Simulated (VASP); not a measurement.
# CoO (I4mm) in VASP: single point with PBE

Aim: the single point of CoO with PBE.

Everything below comes from runs of VASP 6.6.1. Logs are shortened: lines on timing, memory, paths and dates and some standing lists are left out, and cuts for length are marked.

**1. The cell of the first run**

Symmetry: I4mm, No. 107, tetragonal system. Conventional cell: a = 3.016 Å, b = 3.016 Å, c = 4.214 Å, α = 90.00°, β = 90.00°, γ = 90.00°. Within 2.3 Å of Co (site symmetry 4mm) lie 5 O at 1.73 to 2.17 Å. Within 2.3 Å of O (site symmetry 4mm) lie 5 Co at 1.73 to 2.17 Å.

**2. Single point, PBE, collinear spin, ferromagnetic start (all Co atoms moved +0.375 Å, as atom 1 along Cartesian [0 0 1])**

The input, INCAR:

```
SYSTEM = CoO
PREC = Accurate
ENCUT = 520
EDIFF = 1E-6
ISMEAR = 0
SIGMA = 0.15
LREAL = .False.
LASPH = .True.
NELM = 150
ALGO = Normal
ISIF = 2
LWAVE = .False.
LCHARG = .True.
ISPIN = 2
MAGMOM = 2.7 0.34
LORBIT = 11
LMAXMIX = 4
GGA = PE
LELF = .True.
LVHAR = .True.
NBANDS = 18
```

The input, KPOINTS:

```
Automatic mesh
0
Gamma
  22 22 22
  0 0 0
```

The input, POSCAR:

```
CoO
1.0
   -1.5080001529      1.5080001529      2.1072499549
    1.5080001529     -1.5080001529      2.1072499549
    1.5080001529      1.5080001529     -2.1072499549
Co O
1 1
Direct
    0.0889785284      0.0889785284      0.0000000000
    0.5000000000      0.5000000000      0.0000000000
```

Potentials or basis: VASP PAW PBE potentials, release 64 (Co, O).

On the command line:

```bash
$ cat potpaw_PBE.64/Co/POTCAR potpaw_PBE.64/O/POTCAR > POTCAR
$ mpirun -np 1 vasp_std > vasp.out
```

OUTCAR:

```text
SYSTEM = CoO
   PREC = Accurate
   ENCUT = 520
   EDIFF = 1E-6
   ISMEAR = 0
   LREAL = .False.
   LASPH = .True.
   NELM = 150
   ISIF = 2
   ISPIN = 2
   LORBIT = 11
   GGA = PE

 ion  position               nearest neighbor table
   1  0.089  0.089  0.000-   2 1.73   2 2.17   2 2.17   2 2.17   2 2.17   2 2.48
   2  0.500  0.500  0.000-   1 1.73   1 2.17   1 2.17   1 2.17   1 2.17   1 2.48

  LATTYP: Found a body centered tetragonal cell.
 ALAT       =     3.0160003058
 C/A-ratio  =     1.3973804650

  Lattice vectors:

 A1 = (  -1.5080001529,   1.5080001529,   2.1072499549)
 A2 = (   1.5080001529,  -1.5080001529,   2.1072499549)
 A3 = (   1.5080001529,   1.5080001529,  -2.1072499549)

Analysis of symmetry for initial positions (statically):
=====================================================================
 Subroutine PRICEL returns:
 Original cell was already a primitive cell.

 Routine SETGRP: Setting up the symmetry group for a
 body centered tetragonal supercell.

 Subroutine GETGRP returns: Found  8 space group operations
 (whereof  8 operations were pure point group operations)
 out of a pool of 16 trial point group operations.

The static configuration has the point symmetry C_4v.

Analysis of symmetry for dynamics (positions and initial velocities):
=====================================================================
 Subroutine PRICEL returns:
 Original cell was already a primitive cell.

 Routine SETGRP: Setting up the symmetry group for a
 body centered tetragonal supercell.

 Subroutine GETGRP returns: Found  8 space group operations
 (whereof  8 operations were pure point group operations)
 out of a pool of 16 trial point group operations.

The dynamic configuration has the point symmetry C_4v.

Analysis of structural, dynamic, and magnetic symmetry:
=====================================================================
 Subroutine PRICEL returns:
 Original cell was already a primitive cell.

 Routine SETGRP: Setting up the symmetry group for a
 body centered tetragonal supercell.

 Subroutine GETGRP returns: Found  8 space group operations
 (whereof  8 operations were pure point group operations)
 out of a pool of 16 trial point group operations.

The overall configuration has the point symmetry C_4v.

 Subroutine INISYM returns: Found  8 space group operations
 (whereof  8 operations are pure point group operations),
 and found     1 'primitive' translations

----------------------------------------------------------------------------------------

                                     Primitive cell

  volume of cell :      19.1681

  direct lattice vectors                    reciprocal lattice vectors
    -1.508000153  1.508000153  2.107249955     0.000000000  0.331564953  0.237276076
     1.508000153 -1.508000153  2.107249955     0.331564953  0.000000000  0.237276076
     1.508000153  1.508000153 -2.107249955     0.331564953  0.331564953  0.000000000

  length of vectors
     2.998104617  2.998104617  2.998104617     0.407719578  0.407719578  0.468903654

  position of ions in fractional coordinates (direct lattice)
     0.088978528  0.088978528  0.000000000
     0.500000000  0.500000000  0.000000000

  ion indices of the primitive-cell ions
   primitive index   ion index
                 1           1
                 2           2

----------------------------------------------------------------------------------------

 KPOINTS: Automatic mesh

Automatic generation of k-mesh.
 Grid dimensions read from file:
 generate k-points for:   22   22   22

 Generating k-lattice:

  Cartesian coordinates                     Fractional coordinates (reciprocal lattice)
     0.000000000  0.015071134  0.010785276     0.045454545 -0.000000000  0.000000000
     0.015071134  0.000000000  0.010785276    -0.000000000  0.045454545  0.000000000
     0.015071134  0.015071134  0.000000000     0.000000000  0.000000000  0.045454545

  Length of vectors
     0.018532708  0.018532708  0.021313802

  Shift w.r.t. Gamma in fractional coordinates (k-lattice)
     0.000000000  0.000000000  0.000000000

 Subroutine IBZKPT returns following result:
 ===========================================

 Found    834 irreducible k-points:

 Following reciprocal coordinates:
            Coordinates               Weight
  0.000000  0.000000  0.000000      1.000000
  0.045455 -0.000000  0.000000      8.000000
  0.090909 -0.000000  0.000000      8.000000
  0.136364 -0.000000  0.000000      8.000000
  0.181818 -0.000000  0.000000      8.000000
  0.227273  0.000000 -0.000000      8.000000
[... 16 lines left out ...]
  0.500000  0.045455  0.000000     16.000000
 -0.454545  0.045455  0.000000     16.000000
 [... further k-points ...]
   k-points           NKPTS =    834   k-points in BZ     NKDIM =    834   number of bands    NBANDS=     18
   number of dos      NEDOS =    301   number of ions     NIONS =      2
   total plane-waves  NPLWV =  13824
   dimension x,y,z NGX =    24 NGY =   24 NGZ =   24
   dimension x,y,z NGXF=    48 NGYF=   48 NGZF=   48
   ions per type =               1   1
   NGX,Y,Z   is equivalent  to a cutoff of  13.31, 13.31, 13.31 a.u.
   NGXF,Y,Z  is equivalent  to a cutoff of  26.62, 26.62, 26.62 a.u.
 SYSTEM =  CoO
   PREC   = accura    normal or accurate (medium, high low for compatibility)
   ISTART =      0    job   : 0-new  1-cont  2-samecut
   ICHARG =      2    charge: 1-file 2-atom 10-const
   ISPIN  =      2    spin polarized calculation?
   LNONCOLLINEAR =      F non collinear calculations
   LSORBIT =      F    spin-orbit coupling
   LASPH  =      T    aspherical Exc in radial PAW
   ENCUT  =  520.0 eV  38.22 Ry    6.18 a.u.   5.57  5.57  5.57*2*pi/ulx,y,z
   NELM   =    150;   NELMIN=  2; NELMDL= -5     # of ELM steps
   EDIFF  = 0.1E-05   stopping-criterion for ELM
   LREAL  =      F    real-space projection
   EDIFFG = 0.1E-04   stopping-criterion for IOM
   NSW    =      0    number of steps for IOM
   IBRION =     -1    ionic relax: 0-MD 1-quasi-New 2-CG
   NFREE  =      0    steps in history (QN), initial steepest desc. (CG)
   ISIF   =      2    stress and relaxation
   ISYM   =      2    0-nonsym 1-usesym 2-fastsym
   POTIM  = 0.5000    time-step for ionic-motion
   TEBEG  =    0.0;   TEEND  =   0.0 temperature during run
   PSTRESS=    0.0 pullay stress
   NELECT =      15.0000    total number of electrons
   NUPDOWN=      -1.0000    fix difference up-down
   EMIN   =  10.00;   EMAX   =-10.00  energy-range for DOS
   EFERMI =   0.00;   METHOD = LEGACY
   ISMEAR =     0;   SIGMA  =   0.15  broadening in eV -4-tet -1-fermi 0-gaus
   EFERMI_NEDOS =   21; number of points for ismear=-14 and -15
   IALGO  =     38    algorithm
   IMIX   =      4    mixing-type and parameters
     AMIX     =   0.40;   BMIX     =  1.00
     AMIX_MAG =   1.60;   BMIX_MAG =  1.00
  volume/ion in A,a.u.               =       9.58        64.68
  Fermi-wavevector in a.u.,A,eV,Ry     =   1.508617  2.850873 30.965840  2.275925
  Thomas-Fermi vector in A             =   2.619048
   LORBIT       =     11    0 simple, 1 ext, 2 COOP (PROOUT), +10 PAW based schemes
   GGA     = PE    functional components
   LHFCALC =     F    Hartree Fock is set to
   AEXX    =    0.0000 exact exchange contribution
   IVDW    =     0    specifies the selected vdW correction
   LEPSILON=     F    determine dielectric tensor
   LRPA    =     F    only Hartree local field effects (RPA)
 spin polarized calculation
 Gauss-broadening in eV      SIGMA  =   0.15
  energy-cutoff  :      520.00
  volume of cell :       19.17
 maximum number of plane-waves:       533
   NGX = 11   NGY = 11   NGZ = 11

 number of electron      15.0000005 magnetization       2.9853287

 Free energy of the ion-electron system (eV)
  ---------------------------------------------------
  ext. energy  EPLUGINS =         0.00000000
  ---------------------------------------------------
  free energy    TOTEN  =       -12.67031376 eV

  energy without entropy =      -12.63427974  energy(sigma->0) =      -12.65229675

 E-fermi :   8.1981     XC(G=0): -12.3997

 val. band max:        8.1976320323   @ k =   0.2727   0.2273   0.2273
 cond. band min:       8.1988869579   @ k =  -0.1364  -0.3636   0.0909
 fundamental gap:      0.0012549256
 Fermi energy:         8.1981380888

 spin component 1

 k-point     1 :       0.0000    0.0000    0.0000
  band No.  band energies     occupation
      1     -12.5380      1.00000
      2       2.3756      1.00000
      3       3.2237      1.00000
      4       3.2237      1.00000
      5       5.0119      1.00000
      6       5.2599      1.00000
[... 10 lines left out ...]
     17      30.8818      0.00000
     18      32.3805      0.00000
[... 463 lines left out ...]
 k-point    24 :      -0.4545    0.0455    0.0000
  band No.  band energies     occupation
      1     -11.4428      1.00000
      2      -0.1653      1.00000
      3       1.8379      1.00000
      4       2.0778      1.00000
      5       5.5744      1.00000
      6       5.6717      1.00000
[... 10 lines left out ...]
     17      34.3693      0.00000
     18      37.1675      0.00000

 [... further k-points ...]

 spin component 2

 k-point     1 :       0.0000    0.0000    0.0000
  band No.  band energies     occupation
      1     -11.9210      1.00000
      2       3.6975      1.00000
      3       4.3888      1.00000
      4       4.3888      1.00000
      5       7.0764      1.00000
      6       8.2035      0.47999
[... 10 lines left out ...]
     17      31.9584      0.00000
     18      33.0317      0.00000
[... 463 lines left out ...]
 k-point    24 :      -0.4545    0.0455    0.0000
  band No.  band energies     occupation
      1     -10.7769      1.00000
      2       0.4960      1.00000
      3       3.1306      1.00000
      4       3.3866      1.00000
      5       7.7414      0.99999
      6       8.1259      0.75196
[... 10 lines left out ...]
     17      34.7977      0.00000
     18      37.6804      0.00000

 [... further k-points ...]

------------------------ aborting loop because EDIFF is reached ----------------------------------------

  FORCE on cell =-STRESS in cart. coord.  units (eV):
  Direction    XX          YY          ZZ          XY          YZ          ZX
  --------------------------------------------------------------------------------------
  -------------------------------------------------------------------------------------
  Total       -0.0336540     -0.0336540      6.1948409      0.0000000     -0.0000000      0.0000000
  in kB       -2.8129895     -2.8129895    517.7998553      0.0000000     -0.0000000      0.0000000
  external PRESSURE =     170.7246254 kB  Pullay stress =       0.0000000 kB

 VOLUME and BASIS-vectors are now :
 -----------------------------------------------------------------------------
  energy-cutoff  :      520.00
  volume of cell :       19.17
      direct lattice vectors                 reciprocal lattice vectors
    -1.508000153  1.508000153  2.107249955     0.000000000  0.331564953  0.237276076
     1.508000153 -1.508000153  2.107249955     0.331564953  0.000000000  0.237276076
     1.508000153  1.508000153 -2.107249955     0.331564953  0.331564953  0.000000000

 POSITION                                       TOTAL-FORCE (eV/Angst)
 -----------------------------------------------------------------------------------
      0.00000      0.00000      0.37500        -0.000000     -0.000000     -3.379696
      0.00000      0.00000      2.10725         0.000000      0.000000      3.379696
 -----------------------------------------------------------------------------------
    total drift:                               -0.000001     -0.000001     -0.000028

  FREE ENERGIE OF THE ION-ELECTRON SYSTEM (eV)
  ---------------------------------------------------
  free  energy   TOTEN  =       -12.6703137596 eV

  energy  without entropy=      -12.6342797405  energy(sigma->0) =      -12.65229675

 total charge

# of ion       s       p       d       tot
------------------------------------------
    1        0.345   0.442   7.244   8.031
    2        1.562   3.454   0.000   5.017
--------------------------------------------------
tot          1.907   3.897   7.244  13.048

 magnetization (x)

# of ion       s       p       d       tot
------------------------------------------
    1        0.024   0.041   2.474   2.539
    2        0.028   0.337   0.000   0.366
--------------------------------------------------
tot          0.052   0.379   2.474   2.905
```

Wall time 6 min (1 thread of AMD EPYC 9R45 (Zen 5), shared host); peak memory 0.48 GiB.

What came out:

- Free energy: -12.6703 eV
- Pressure: 17.1 GPa
- Largest force: 3.380 eV/Å
- Band gap on the k mesh: zero (filled and empty bands overlap)
- Net moment: 2.99 μB per cell
- Site moments: Co +2.54; O +0.37 μB
- Valence electrons inside the program's atomic spheres: Co 8.03; O 5.02

Forces on the atoms (eV/Å):
```
Co   0.000  0.000 -3.380
O    0.000  0.000  3.380
```

Levels at points of the mesh, in eV from the Fermi level:
Spin up:
```csv
k point,band 6,band 7,band 8,band 9,band 10,band 11,band 12,band 13
"(0.00, 0.00, 0.00)",-2.94,-1.68,-1.68,-0.90,0.78,16.05,17.26,17.26
"(0.50, 0.00, 0.00)",-2.48,-1.84,-0.31,-0.19,5.47,8.54,13.41,14.54
"(0.50, 0.50, 0.00)",-2.31,-2.28,-1.97,-1.83,5.39,9.54,10.49,16.27
"(0.50, 0.50, 0.50)",-2.79,-2.68,-2.28,-2.28,5.19,10.97,11.50,15.61
```
Spin down:
```csv
k point,band 2,band 3,band 4,band 5,band 6,band 7,band 8,band 9,band 10,band 11
"(0.00, 0.00, 0.00)",-4.50,-3.81,-3.81,-1.12,0.01,0.09,0.09,0.98,1.95,16.08
"(0.50, 0.00, 0.00)",-7.84,-5.12,-4.82,-0.39,0.00,0.21,2.08,2.19,6.10,9.47
"(0.50, 0.50, 0.00)",-6.66,-5.16,-4.78,-0.70,0.05,0.11,0.73,1.02,6.35,10.13
"(0.50, 0.50, 0.50)",-6.56,-4.15,-4.15,-2.33,0.12,0.12,0.27,0.53,5.98,11.79
```

Caveat: the cell differs from its parent crystal (all Co atoms moved +0.375 Å, as atom 1 along Cartesian [0 0 1]); the stress differs along the axes, from -0 to 52 GPa; a cell with one magnetic atom can't hold antiferromagnetic order, which such compounds often take; semilocal functionals often make such compounds metallic where correlation or magnetic order opens a gap, which also shifts bond lengths; forces of over 1 eV/Å act on the atoms, so gaps and moduli don't describe the material at rest.
